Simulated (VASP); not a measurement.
Mg, 1 atom in the cell. Symmetry: I4/mmm, No. 139, tetragonal system. Conventional cell: a = 2.933 Å, b = 2.933 Å, c = 2.953 Å, α = 90.00°, β = 90.00°, γ = 90.00°. Within 3.4 Å of Mg (site symmetry 4/mmm) lie 14 Mg at 2.55 to 2.95 Å. 

```yaml
Program: VASP 6.6.1
Task: single point
Functional: PBE
Potentials_or_basis: VASP PAW PBE potentials, release 64 (Mg)
Cutoff: 520 eV
k_mesh: 16 × 16 × 16
Occupations: fermi-dirac, width 0.1 eV
Spin: no spin polarisation
Dipole_correction: no
Further_INCAR_settings: ALGO = Normal; EDIFF = 1e-07; NBANDS = 7
```

Potentials or basis: VASP PAW PBE potentials, release 64 (Mg).

Run with:

```console
$ cat potpaw_PBE.64/Mg/POTCAR > POTCAR
$ mpirun -np 1 vasp_std > vasp.out
```

Hardware: 1 thread of AMD EPYC 9R45 96-Core Processor (Zen 5) (shared host).

Question: Estimate the wall time of this run.

Answer: It took 13 s on 1 thread of AMD EPYC 9R45 96-Core Processor (Zen 5) (shared host), peak memory 0.12 GiB. Counts: scf iterations 11, k points 349.
